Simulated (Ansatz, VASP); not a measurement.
## MnInCu: VASP beside Ansatz

The input INCAR:

```
SYSTEM = MnInCu
ALGO = Normal
EDIFF = 1E-6
EDIFFG = -0.04
ENCUT = 600
GGA = PE
IBRION = 2
ISIF = 3
ISMEAR = 0
ISPIN = 2
LASPH = .TRUE.
LCHARG = .FALSE.
LMAXMIX = 4
LORBIT = 11
LREAL = .FALSE.
LWAVE = .FALSE.
MAGMOM = 4 0 0
NELM = 150
NSW = 90
PREC = Accurate
SIGMA = 0.1
```

Contents of KPOINTS:

```
k-points
0
G
  6 6 4
  0 0 0
```

Contents of POSCAR:

```
MnInCu
1.0
    2.1834493600     -2.8878375500      0.0000000000
    2.1834493600      2.8878375500      0.0000000000
    0.0000000000      0.0000000000      4.4360766900
Mn In Cu
1 1 1
Direct
    0.0000000000      0.0000000000      0.0000000000
    0.5000000000      0.5000000000      0.0000000000
    0.0000000000      0.0000000000      0.5000000000
```

Input for Ansatz:

```yaml
crystal:
  lattice:
    - [2.18344936, -2.88783755, 0.0]
    - [2.18344936, 2.88783755, 0.0]
    - [0.0, 0.0, 4.43607669]
  atoms:
    - { symbol: Mn, position: [0.0, 0.0, 0.0], spin: 4.0 }
    - { symbol: In, position: [0.5, 0.5, 0.0] }
    - { symbol: Cu, position: [0.0, 0.0, 0.5] }
basis:
  ecutwfc: 420
kpoints:
  mp_grid: { grid: [6, 6, 4] }
hamiltonian:
  xc: pbe
scf:
  occupations: { method: gaussian, width: 0.1 }
  lower_state_search: "off"
output:
  forces: true
  stress: true
  eigenvalues: true
  populations: true
magnetization:
  spin_polarized: true
relax:
  adjacent_minimum: "off"
  f_tol: 0.04
  max_steps: 70
  cell: { stress_tol: 0.4 }
```

Alike in both runs: task relaxation of cell and atoms; functional PBE; k mesh 6 × 6 × 4; occupations gaussian, width 0.1 eV; collinear spin.

|  | VASP | Ansatz |
| --- | --- | --- |
| version | VASP 6.6.1 | Ansatz 0.2.0 |
| potentials or method | VASP PAW PBE potentials, release 64 (Mn_pv, In_d, Cu), cutoff 600 eV | scalar-relativistic, plane waves, PAW |
| valence electrons in the cell | 37 | 47 |

VASP gave:

```
gap on the k mesh at the Fermi level, each at its own relaxed structure (eV) : none
net moment per atom (μB)                                                     : 1.18
size of the moment on the site where the two differ most (μB)                : 3.36
relaxed volume (Å³/atom)                                                     : 22.78
relaxed cell length with the largest relative difference (Å)                 : 4.845
```

Task: Which values does Ansatz return?

Result: gap on the k mesh at the Fermi level, each at its own relaxed structure (eV): none; net moment per atom (μB): 1.18; size of the moment on the site where the two differ most (μB): 3.22; relaxed volume (Å³/atom): 22.79; relaxed cell length with the largest relative difference (Å): 4.832.

Site moments also hang on the region over which each program counts them. A gap of «none» marks a metal or a gap that the smearing closes. VASP's potentials hold 37 valence electrons a cell and Ansatz's 47, so a difference there can come from the potentials and not from the codes.

Noted on VASP's run: the volume moved by over 15 % at a fixed basis, so the end points are rough.
